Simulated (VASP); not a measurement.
Set up this calculation in VASP 6.6.1, as the native input.

* Task: relaxation of cell and atoms
* Functional: PBE
* Potentials or basis: VASP PAW PBE potentials, release 64 (Zr_sv, Al)
* Cutoff: 500 eV
* k mesh: 4 × 4 × 4
* Occupations: gaussian, width 0.1 eV
* Spin: no spin polarisation
* Dipole correction: no
* Further INCAR settings: ALGO = Normal; EDIFF = 1e-07; IBRION = 2; EDIFFG = -0.04; NSW = 90; ISIF = 3

The structure of Zr4Al lies in POSCAR:

```
Zr4Al
1.0
    4.6605757300      0.0000000000      0.0000000000
    0.0000000000      4.6605757300      0.0000000000
    0.0000000000      0.0000000000      4.6605757300
Zr Al
4 1
Direct
    0.0000000000      0.5000000000      0.5000000000
    0.5000000000      0.0000000000      0.5000000000
    0.5000000000      0.5000000000      0.0000000000
    0.5000000000      0.5000000000      0.5000000000
    0.0000000000      0.0000000000      0.0000000000
```

The cell was generated, and may not be a known phase.

These files were run (other wordings do the same):

INCAR

```
SYSTEM = Zr4Al
PREC = Accurate ; ENCUT = 500
EDIFF = 1E-7 ; ISMEAR = 0
SIGMA = 0.1 ; LREAL = .False.
LASPH = .True. ; NELM = 120
ALGO = Normal ; ISIF = 3
LWAVE = .False. ; LCHARG = .False.
GGA = PE ; IBRION = 2
NSW = 90 ; EDIFFG = -0.04
GGA_COMPAT = .False. ; NELMIN = 4
```

KPOINTS

```
regular mesh
0
Gamma
  4 4 4
  0 0 0
```

Potentials or basis: VASP PAW PBE potentials, release 64 (Zr_sv, Al).

Command:

```console
$ cat potpaw_PBE.64/Zr_sv/POTCAR potpaw_PBE.64/Al/POTCAR > POTCAR
$ mpirun -np 1 vasp_std > vasp.out
```

Results of the run:

```json
{
 "Relaxed volume": "26.66 Å³/atom",
 "Relaxed cell": "a = 5.108 Å, b = 5.108 Å, c = 5.108 Å, α = 90.00°, β = 90.00°, γ = 90.00°",
 "Space group after relaxing (to 0.1 Å)": "Pm-3m (No. 221)",
 "Energy gained by relaxing": "463.0 meV/atom",
 "Ionic steps": "4",
 "Pressure after relaxing": "-0.1 GPa",
 "Band gap on the k mesh": "zero (an odd number of electrons rules out a gap without spin polarisation)"
}
```

Caveat: the volume moved by over 15 % at a fixed basis, so the end points are rough.

Wall time 2.1 min on 1 thread of Oxide Virtual Turin-like Processor, on a shared host, peak memory 0.18 GiB.
